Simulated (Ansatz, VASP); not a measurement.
## In3As: VASP beside Ansatz

```
CELL_PARAMETERS angstrom
4.50244 0.00000 0.00000
0.00000 4.32235 0.00000
0.00000 0.00000 4.50244
ATOMIC_POSITIONS crystal
In 0.00000 0.50000 0.50000
In 0.50000 0.00000 0.50000
In 0.50000 0.50000 0.00000
As 0.00000 0.00000 0.00000
```

Change from the starting cell: strain -0.0400 x Voigt [0, 1, 0, 0, 0, 0], atoms carried along.

Alike in both runs: task single point; functional PBEsol; dispersion D3(BJ); k mesh 10 × 10 × 10; occupations gaussian, width 0.15 eV; no spin polarisation.

|  | VASP | Ansatz |
| --- | --- | --- |
| version | VASP 6.6.1 | Ansatz 0.2.0 |
| potentials or method | VASP PAW PBE potentials, release 64 (In_d, As), cutoff 520 eV | scalar-relativistic, plane waves, PAW |
| valence electrons in the cell | 44 | 54 |

Ansatz gave:

```
gap on the k mesh at the Fermi level (eV)                     : none
pressure (GPa)                                                : 2.6
traceless stress, the component that is largest in VASP (GPa) : -0.57
```

Q: What did VASP give for the same quantities?

A: gap on the k mesh at the Fermi level (eV): none; pressure (GPa): 2.7; traceless stress, the component that is largest in VASP (GPa): -0.57.

VASP's potentials were made for PBE, not for PBEsol. A gap of «none» marks a metal or a gap that the smearing closes. VASP's potentials hold 44 valence electrons a cell and Ansatz's 54, so a difference there can come from the potentials and not from the codes.
